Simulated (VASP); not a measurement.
# CuO (C2/c) in VASP: single point with PBE+U

Aim: the single point of CuO with PBE+U.

All numbers are computed with VASP 6.6.1; they aren't measurements. Logs are shortened: lines on timing, memory, paths and dates and some standing lists are left out, and cuts for length are marked.

## 1. The cell of the first run

The structure is monoclinic, space group C2/c (No. 15). Conventional cell: a = 4.684 Å, b = 3.423 Å, c = 5.129 Å, α = 90.00°, β = 99.54°, γ = 90.00°. Within 2.6 Å of Cu (site symmetry -1) lie 4 O at 1.95 to 1.96 Å. Within 3.0 Å of O (site symmetry 2) lie 6 Cu at 1.95 to 2.78 Å and 6 O at 2.62 to 2.90 Å.

## 2. Single point, PBE+U, collinear spin

INCAR reads:

```
PREC = Accurate
ENCUT = 700
EDIFF = 1E-6
ISMEAR = 0
SIGMA = 0.05
LREAL = F
LASPH = T
NELM = 200
ALGO = Normal
ISIF = 2
LWAVE = F
LCHARG = T
ISPIN = 2
MAGMOM = 1 1 0 0
LORBIT = 11
LMAXMIX = 4
LDAU = T
LDAUTYPE = 2
LDAUL = 2 -1
LDAUU = 4 0
LDAUJ = 0 0
LDAUPRINT = 1
GGA = PE
LELF = T
LVHAR = T
NBANDS = 37
GGA_COMPAT = F
```

KPOINTS reads:

```
regular mesh
0
Gamma
  8 8 4
```

POSCAR reads:

```
CuO
1.0
    2.3418500000     -1.7113000000      0.0000000000
    2.3418500000      1.7113000000      0.0000000000
   -0.8500274268      0.0000000000      5.0578693947
Cu O
2 2
Direct
    0.0000000000      0.5000000000      0.0000000000
    0.5000000000      0.0000000000      0.5000000000
    0.5816000000      0.4184000000      0.2500000000
    0.4184000000      0.5816000000      0.7500000000
```

Potentials or basis: VASP PAW PBE potentials, release 64 (Cu_sv_GW, O).

Started as:

```bash
> cat potpaw_PBE.64/Cu_sv_GW/POTCAR potpaw_PBE.64/O/POTCAR > POTCAR
> mpirun -np 1 vasp_std > vasp.out
```

OUTCAR:

```text
PREC = Accurate
   ENCUT = 700
   EDIFF = 1E-6
   ISMEAR = 0
   LREAL = F
   LASPH = T
   NELM = 200
   ISIF = 2
   ISPIN = 2
   LORBIT = 11
   GGA = PE

 ion  position               nearest neighbor table
   1  0.000  0.500  0.000-   3 1.95   4 1.95   4 1.96   3 1.96
   2  0.500  0.000  0.500-   4 1.95   3 1.95   4 1.96   3 1.96
   3  0.582  0.418  0.250-   2 1.95   1 1.95   2 1.96   1 1.96
   4  0.418  0.582  0.750-   1 1.95   2 1.95   2 1.96   1 1.96

  LATTYP: Found a base centered monoclinic cell.
 ALAT       =     4.6837000000
 B/A-ratio  =     0.7307470589
 C/A-ratio  =     1.0950317057
 COS(beta)  =    -0.1657361228

  Lattice vectors:

 A1 = (   2.3418500000,  -1.7113000000,   0.0000000000)
 A2 = (   2.3418500000,   1.7113000000,   0.0000000000)
 A3 = (  -0.8500274268,   0.0000000000,   5.0578693947)

Analysis of symmetry for initial positions (statically):
=====================================================================
 Subroutine PRICEL returns:
 Original cell was already a primitive cell.

 Routine SETGRP: Setting up the symmetry group for a
 base centered monoclinic supercell.

 Subroutine GETGRP returns: Found  4 space group operations
 (whereof  2 operations were pure point group operations)
 out of a pool of  4 trial point group operations.

The static configuration has the point symmetry S_2 .
 The point group associated with its full space group is C_2h.

Analysis of symmetry for dynamics (positions and initial velocities):
=====================================================================
 Subroutine PRICEL returns:
 Original cell was already a primitive cell.

 Routine SETGRP: Setting up the symmetry group for a
 base centered monoclinic supercell.

 Subroutine GETGRP returns: Found  4 space group operations
 (whereof  2 operations were pure point group operations)
 out of a pool of  4 trial point group operations.

The dynamic configuration has the point symmetry S_2 .
 The point group associated with its full space group is C_2h.

Analysis of structural, dynamic, and magnetic symmetry:
=====================================================================
 Subroutine PRICEL returns:
 Original cell was already a primitive cell.

 Routine SETGRP: Setting up the symmetry group for a
 base centered monoclinic supercell.

 Subroutine GETGRP returns: Found  4 space group operations
 (whereof  2 operations were pure point group operations)
 out of a pool of  4 trial point group operations.

The overall configuration has the point symmetry S_2 .
 The point group associated with its full space group is C_2h.

 Subroutine INISYM returns: Found  4 space group operations
 (whereof  2 operations are pure point group operations),
 and found     1 'primitive' translations

----------------------------------------------------------------------------------------

                                     Primitive cell

  volume of cell :      40.5399

  direct lattice vectors                    reciprocal lattice vectors
     2.341850000 -1.711300000  0.000000000     0.213506416 -0.292175539  0.035881968
     2.341850000  1.711300000  0.000000000     0.213506416  0.292175539  0.035881968
    -0.850027427  0.000000000  5.057869395     0.000000000  0.000000000  0.197711709

  length of vectors
     2.900484289  2.900484289  5.128800000     0.363646877  0.363646877  0.197711709

  position of ions in fractional coordinates (direct lattice)
     0.000000000  0.500000000  0.000000000
     0.500000000  0.000000000  0.500000000
     0.581600000  0.418400000  0.250000000
     0.418400000  0.581600000  0.750000000

  ion indices of the primitive-cell ions
   primitive index   ion index
                 1           1
                 2           2
                 3           3
[... 90 lines left out ...]
   IALGO  =     38    algorithm
   IMIX   =      4    mixing-type and parameters
     AMIX     =   0.40;   BMIX     =  1.00
     AMIX_MAG =   1.60;   BMIX_MAG =  1.00
  volume/ion in A,a.u.               =      10.13        68.39
  Fermi-wavevector in a.u.,A,eV,Ry     =   1.755647  3.317692 41.937193  3.082297
  Thomas-Fermi vector in A             =   2.825352
   LORBIT       =     11    0 simple, 1 ext, 2 COOP (PROOUT), +10 PAW based schemes
 LDA+U is selected, type is set to LDAUTYPE =  2
   angular momentum for each species LDAUL =     2   -1
   U (eV)           for each species LDAUU =   4.0  0.0
   J (eV)           for each species LDAUJ =   0.0  0.0
   GGA     = PE    functional components
   LHFCALC =     F    Hartree Fock is set to
   AEXX    =    0.0000 exact exchange contribution
   IVDW    =     0    specifies the selected vdW correction
   LEPSILON=     F    determine dielectric tensor
   LRPA    =     F    only Hartree local field effects (RPA)
 spin polarized calculation
 Gauss-broadening in eV      SIGMA  =   0.05
  energy-cutoff  :      700.00
  volume of cell :       40.54
 maximum number of plane-waves:      1720
 NGX is ok and might be reduce to    28
   NGX = 13   NGY = 13   NGZ = 23

atom =   1  type =  1  l = 2

 onsite density matrix

spin component  1

  0.9394 -0.0017  0.0084 -0.0061  0.0022
 -0.0017  0.9643  0.0002 -0.0186  0.0066
  0.0084  0.0002  0.9527  0.0009 -0.0013
 -0.0061 -0.0186  0.0009  0.9762 -0.0082
  0.0022  0.0066 -0.0013 -0.0082  0.9550

spin component  2

  0.9220 -0.0434  0.0119  0.0502 -0.0163
 -0.0434  0.7570  0.0040  0.2652 -0.0874
  0.0119  0.0040  0.9466 -0.0043 -0.0003
  0.0502  0.2652 -0.0043  0.5651  0.1258
 -0.0163 -0.0874 -0.0003  0.1258  0.9014

 occupancies and eigenvectors

  o =  0.3295  v =  0.0000  0.0000  0.0000  0.0000  0.0000  0.1142  0.5514 -0.0111 -0.7843  0.2601      0.0000  0.0000  0.0000  0.0000  0.0000  0.0000  0.0000  0.0000  0.0000  0.0000
  o =  0.9220  v =  0.0000  0.0000  0.0000  0.0000  0.0000  0.8527  0.1977 -0.4072  0.2257 -0.1302      0.0000  0.0000  0.0000  0.0000  0.0000  0.0000  0.0000  0.0000  0.0000  0.0000
  o =  0.9335  v =  0.8705  0.1907 -0.3974  0.1971 -0.0951  0.0000  0.0000  0.0000  0.0000  0.0000      0.0000  0.0000  0.0000  0.0000  0.0000  0.0000  0.0000  0.0000  0.0000  0.0000
  o =  0.9432  v =  0.0000  0.0000  0.0000  0.0000  0.0000 -0.1126  0.0171 -0.1015 -0.3137 -0.9372      0.0000  0.0000  0.0000  0.0000  0.0000  0.0000  0.0000  0.0000  0.0000  0.0000
  o =  0.9445  v =  0.0000  0.0000  0.0000  0.0000  0.0000  0.1638 -0.7808 -0.3461 -0.4671  0.1599      0.0000  0.0000  0.0000  0.0000  0.0000  0.0000  0.0000  0.0000  0.0000  0.0000
  o =  0.9516  v =  0.1050 -0.7323 -0.3689 -0.5520 -0.1095  0.0000  0.0000  0.0000  0.0000  0.0000      0.0000  0.0000  0.0000  0.0000  0.0000  0.0000  0.0000  0.0000  0.0000  0.0000
  o =  0.9521  v =  0.1295 -0.2510  0.0161  0.1593  0.9458  0.0000  0.0000  0.0000  0.0000  0.0000      0.0000  0.0000  0.0000  0.0000  0.0000  0.0000  0.0000  0.0000  0.0000  0.0000
  o =  0.9530  v =  0.0000  0.0000  0.0000  0.0000  0.0000 -0.4693  0.2167 -0.8390  0.1315  0.1072      0.0000  0.0000  0.0000  0.0000  0.0000  0.0000  0.0000  0.0000  0.0000  0.0000
  o =  0.9572  v =  0.4560 -0.2225  0.8401 -0.1578 -0.1092  0.0000  0.0000  0.0000  0.0000  0.0000      0.0000  0.0000  0.0000  0.0000  0.0000  0.0000  0.0000  0.0000  0.0000  0.0000
  o =  0.9930  v = -0.0800 -0.5612  0.0061  0.7786 -0.2692  0.0000  0.0000  0.0000  0.0000  0.0000      0.0000  0.0000  0.0000  0.0000  0.0000  0.0000  0.0000  0.0000  0.0000  0.0000

atom =   2  type =  1  l = 2

 onsite density matrix

spin component  1

  0.9394 -0.0017 -0.0084  0.0061 -0.0022
 -0.0017  0.9643 -0.0002  0.0186 -0.0066
 -0.0084 -0.0002  0.9527  0.0009 -0.0013
  0.0061  0.0186  0.0009  0.9762 -0.0082
 -0.0022 -0.0066 -0.0013 -0.0082  0.9550

spin component  2

  0.9220 -0.0434 -0.0119 -0.0502  0.0163
 -0.0434  0.7570 -0.0040 -0.2652  0.0874
 -0.0119 -0.0040  0.9466 -0.0043 -0.0003
 -0.0502 -0.2652 -0.0043  0.5651  0.1258
  0.0163  0.0874 -0.0003  0.1258  0.9014

 occupancies and eigenvectors

  o =  0.3295  v =  0.0000  0.0000  0.0000  0.0000  0.0000 -0.1142 -0.5514 -0.0111 -0.7843  0.2601      0.0000  0.0000  0.0000  0.0000  0.0000  0.0000  0.0000  0.0000  0.0000  0.0000
  o =  0.9220  v =  0.0000  0.0000  0.0000  0.0000  0.0000 -0.8527 -0.1977 -0.4072  0.2257 -0.1302      0.0000  0.0000  0.0000  0.0000  0.0000  0.0000  0.0000  0.0000  0.0000  0.0000
  o =  0.9335  v =  0.8705  0.1907  0.3974 -0.1971  0.0951  0.0000  0.0000  0.0000  0.0000  0.0000      0.0000  0.0000  0.0000  0.0000  0.0000  0.0000  0.0000  0.0000  0.0000  0.0000
  o =  0.9432  v =  0.0000  0.0000  0.0000  0.0000  0.0000  0.1126 -0.0171 -0.1015 -0.3137 -0.9372      0.0000  0.0000  0.0000  0.0000  0.0000  0.0000  0.0000  0.0000  0.0000  0.0000
  o =  0.9445  v =  0.0000  0.0000  0.0000  0.0000  0.0000 -0.1638  0.7808 -0.3461 -0.4671  0.1599      0.0000  0.0000  0.0000  0.0000  0.0000  0.0000  0.0000  0.0000  0.0000  0.0000
  o =  0.9516  v = -0.1050  0.7323 -0.3689 -0.5520 -0.1095  0.0000  0.0000  0.0000  0.0000  0.0000      0.0000  0.0000  0.0000  0.0000  0.0000  0.0000  0.0000  0.0000  0.0000  0.0000
  o =  0.9521  v = -0.1295  0.2510  0.0161  0.1593  0.9458  0.0000  0.0000  0.0000  0.0000  0.0000      0.0000  0.0000  0.0000  0.0000  0.0000  0.0000  0.0000  0.0000  0.0000  0.0000
  o =  0.9530  v =  0.0000  0.0000  0.0000  0.0000  0.0000  0.4693 -0.2167 -0.8390  0.1315  0.1072      0.0000  0.0000  0.0000  0.0000  0.0000  0.0000  0.0000  0.0000  0.0000  0.0000
  o =  0.9572  v =  0.4560 -0.2225 -0.8401  0.1578  0.1092  0.0000  0.0000  0.0000  0.0000  0.0000      0.0000  0.0000  0.0000  0.0000  0.0000  0.0000  0.0000  0.0000  0.0000  0.0000
  o =  0.9930  v =  0.0800  0.5612  0.0061  0.7786 -0.2692  0.0000  0.0000  0.0000  0.0000  0.0000      0.0000  0.0000  0.0000  0.0000  0.0000  0.0000  0.0000  0.0000  0.0000  0.0000

 number of electron      49.9999994 magnetization       2.0000401

 Free energy of the ion-electron system (eV)
  ---------------------------------------------------
  ext. energy  EPLUGINS =         0.00000000
  ---------------------------------------------------
  free energy    TOTEN  =       -16.52479727 eV

  energy without entropy =      -16.52479673  energy(sigma->0) =      -16.52479700

 E-fermi :   5.7359     XC(G=0): -12.2404

 val. band max:        5.6203500854   @ k =   0.5000   0.5000  -0.0000
 cond. band min:       5.8582739657   @ k =  -0.3750   0.3750   0.0000
 fundamental gap:      0.2379238803
 Fermi energy:         5.7359295191

 spin component 1

 k-point     1 :       0.0000    0.0000    0.0000
  band No.  band energies     occupation
      1    -107.3178      1.00000
      2    -107.3172      1.00000
      3     -65.1025      1.00000
      4     -65.0984      1.00000
      5     -65.0390      1.00000
      6     -65.0341      1.00000
[... 1913 lines left out ...]
     36      25.8407      0.00000
     37      27.2458      0.00000

 [... further k-points ...]

------------------------ aborting loop because EDIFF is reached ----------------------------------------

  FORCE on cell =-STRESS in cart. coord.  units (eV):
  Direction    XX          YY          ZZ          XY          YZ          ZX
  --------------------------------------------------------------------------------------
  -------------------------------------------------------------------------------------
  Total        0.8797184      1.1272679      1.2115465      0.0000000      0.0000000      0.0844365
  in kB       34.7673377     44.5507378     47.8815117      0.0000000      0.0000000      3.3370134
  external PRESSURE =      42.3998624 kB  Pullay stress =       0.0000000 kB

 VOLUME and BASIS-vectors are now :
 -----------------------------------------------------------------------------
  energy-cutoff  :      700.00
  volume of cell :       40.54
      direct lattice vectors                 reciprocal lattice vectors
     2.341850000 -1.711300000  0.000000000     0.213506416 -0.292175539  0.035881968
     2.341850000  1.711300000  0.000000000     0.213506416  0.292175539  0.035881968
    -0.850027427  0.000000000  5.057869395     0.000000000  0.000000000  0.197711709

 POSITION                                       TOTAL-FORCE (eV/Angst)
 -----------------------------------------------------------------------------------
      1.17092      0.85565      0.00000        -0.000000     -0.000000     -0.000000
      0.74591     -0.85565      2.52893        -0.000000     -0.000000     -0.000000
      2.12934     -0.27928      1.26447        -0.000000      0.021862     -0.000000
      1.70433      0.27928      3.79340         0.000000     -0.021862      0.000000
 -----------------------------------------------------------------------------------
    total drift:                                0.000000      0.000000      0.000000

  FREE ENERGIE OF THE ION-ELECTRON SYSTEM (eV)
  ---------------------------------------------------
  free  energy   TOTEN  =       -16.5247972729 eV

  energy  without entropy=      -16.5247967328  energy(sigma->0) =      -16.52479700

 total charge

# of ion       s       p       d       f       tot
--------------------------------------------------
    1        2.243   6.380   8.854   0.013  17.490
    2        2.243   6.380   8.854   0.013  17.490
    3        1.553   3.454   0.000   0.000   5.007
    4        1.553   3.454   0.000   0.000   5.007
--------------------------------------------------
tot          7.593  19.668  17.707   0.026  44.994

 magnetization (x)

# of ion       s       p       d       f       tot
--------------------------------------------------
    1       -0.001   0.003   0.695   0.001   0.699
    2       -0.001   0.003   0.695   0.001   0.699
    3        0.020   0.257   0.000   0.000   0.277
    4        0.020   0.257   0.000   0.000   0.277
--------------------------------------------------
tot          0.038   0.521   1.391   0.002   1.951
```

It took 8.8 min on 1 thread of Intel Xeon Platinum 8259CL at 2.50GHz (Skylake/Cascade Lake), shared host; peak memory 0.42 GiB.

Results:

- Free energy: -16.5248 eV
- Pressure: 4.2 GPa
- Largest force: 0.022 eV/Å
- Net moment: 2.00 μB per cell
- Site moments: Cu +0.70; O +0.28 μB
- Valence electrons inside the program's atomic spheres: Cu 17.49; O 5.01

Forces in eV/Å, atoms in the order of the input:
```
Cu   0.000  0.000  0.000
Cu   0.000  0.000  0.000
O    0.000  0.022  0.000
O    0.000 -0.022  0.000
```

Levels at points of the mesh, in eV from the Fermi level:
Spin up:
```csv
k point,band 22,band 23,band 24,band 25,band 26,band 27,band 28,band 29,band 30,band 31
"(0.00, 0.00, 0.00)",-3.01,-2.99,-2.59,-0.81,-0.24,1.39,6.03,8.01,13.34,15.40
"(0.50, 0.00, 0.00)",-3.14,-2.86,-2.27,-1.23,-0.92,4.78,6.27,6.88,11.06,11.21
"(0.50, 0.50, 0.00)",-3.97,-3.79,-2.83,-1.80,-0.12,3.33,6.90,8.49,9.99,11.04
"(0.00, 0.00, 0.50)",-3.63,-2.25,-2.25,-0.92,-0.92,3.74,3.74,11.58,11.58,14.19
"(0.50, 0.00, 0.50)",-3.78,-3.21,-3.01,-1.43,-0.43,5.13,6.39,8.08,8.46,12.91
"(0.50, 0.50, 0.50)",-3.18,-2.53,-2.53,-1.99,-1.99,5.10,5.10,8.92,8.92,12.82
```
Spin down:
| k point | band 22 | band 23 | band 24 | band 25 | band 26 | band 27 |
| --- | --- | --- | --- | --- | --- | --- |
| (0.00, 0.00, 0.00) | -2.57 | -2.50 | -2.04 | 1.20 | 1.71 | 2.11 |
| (0.50, 0.00, 0.00) | -2.59 | -2.29 | -1.74 | 1.28 | 1.50 | 4.90 |
| (0.50, 0.50, 0.00) | -3.38 | -2.27 | -1.47 | 0.20 | 2.31 | 3.33 |
| (0.00, 0.00, 0.50) | -3.23 | -1.74 | -1.74 | 1.49 | 1.49 | 4.04 |
| (0.50, 0.00, 0.50) | -2.70 | -2.55 | -2.28 | 0.92 | 1.86 | 5.26 |
| (0.50, 0.50, 0.50) | -2.63 | -1.92 | -1.92 | 0.95 | 0.95 | 5.16 |

Eigenvalues of the final occupation matrices:
| site | spin | trace | eigenvalues |
| --- | --- | --- | --- |
| site 1 d | 1 | 4.79 | 0.93 0.95 0.95 0.96 0.99 |
| site 1 d | 2 | 4.09 | 0.33 0.92 0.94 0.94 0.95 |
| site 2 d | 1 | 4.79 | 0.93 0.95 0.95 0.96 0.99 |
| site 2 d | 2 | 4.09 | 0.33 0.92 0.94 0.94 0.95 |

Caveat: the cell stands under pressure.
